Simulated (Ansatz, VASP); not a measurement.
**Two plane-wave programs on CsSnI3**

```
CELL_PARAMETERS angstrom
6.36632 0.00000 0.00000
0.00000 6.36632 0.00000
0.00000 0.00000 6.21157
ATOMIC_POSITIONS crystal
Cs 0.00000 0.00000 0.00000
Sn 0.50000 0.50000 0.50000
I 0.50000 0.50000 0.00000
I 0.50000 0.00000 0.50000
I 0.00000 0.50000 0.50000
```

Change from the starting cell: epitaxial_xy strain +2.0%.

Alike in both runs: task single point; functional r2SCAN; k mesh 4 × 4 × 4; no spin polarisation.

|  | VASP | Ansatz |
| --- | --- | --- |
| version | VASP 6.6.1 | Ansatz 0.2.0 |
| potentials or method | VASP PAW PBE potentials, release 64 (Cs_sv, Sn_d, I) | plane waves, PAW |
| plane-wave cutoff (eV) | 520 | 500 |
| occupations | gaussian, width 0.01 eV | fixed |
| valence electrons in the cell | 44 | 74 |

```tsv
	VASP	Ansatz	Ansatz less VASP
gap on the k mesh at the Fermi level (eV)	0.60	0.60	+0.001
pressure (GPa)	-0.5	-0.5	+0.01
traceless stress, the component that is largest in VASP (GPa)	0.53	0.53	0.000
```

VASP's potentials were made for PBE, not for r2SCAN. VASP's potentials hold 44 valence electrons a cell and Ansatz's 74, so a difference there can come from the potentials and not from the codes.

Neither program's run includes spin-orbit coupling.
